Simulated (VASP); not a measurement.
A run of VASP 6.6.1:

File INCAR:

```
SYSTEM = CuO2
PREC = Accurate
ENCUT = 700
EDIFF = 1E-6
ISMEAR = -1
SIGMA = 0.05
LREAL = .False.
LASPH = .True.
NELM = 120
ALGO = Normal
ISIF = 2
LWAVE = .False.
LCHARG = .True.
GGA = PS
LELF = .True.
LVHAR = .True.
NBANDS = 40
GGA_COMPAT = .False.
```

The input KPOINTS:

```
regular mesh
0
Gamma
  8 8 5
  0 0 0
```

File POSCAR:

```
CuO2
1.0
    1.4408673000     -5.3149619400      0.0000000000
    1.4408673000      5.3149619400      0.0000000000
    0.0000000000      0.0000000000      4.3434240000
Cu O
2 4
Direct
    0.1672530000      0.8327470000      0.7500000000
    0.8327470000      0.1672530000      0.2500000000
    0.7889700000      0.2110300000      0.7500000000
    0.2110300000      0.7889700000      0.2500000000
    0.5514860000      0.4485140000      0.7500000000
    0.4485140000      0.5514860000      0.2500000000
```

Potentials or basis: VASP PAW PBE potentials, release 64 (Cu_sv_GW, O).

The run is started by

```bash
$ cat potpaw_PBE.64/Cu_sv_GW/POTCAR potpaw_PBE.64/O/POTCAR > POTCAR
$ mpirun -np 1 vasp_std > vasp.out
```

Hardware: 1 thread of Intel(R) Xeon(R) 6975P-C (Granite Rapids), with other jobs on the host.

Estimate the wall time of this run.

Wall time 5.5 min on 1 thread of Intel(R) Xeon(R) 6975P-C (Granite Rapids), with other jobs on the host, peak memory 0.44 GiB. Counts: scf iterations 18, k points 63.
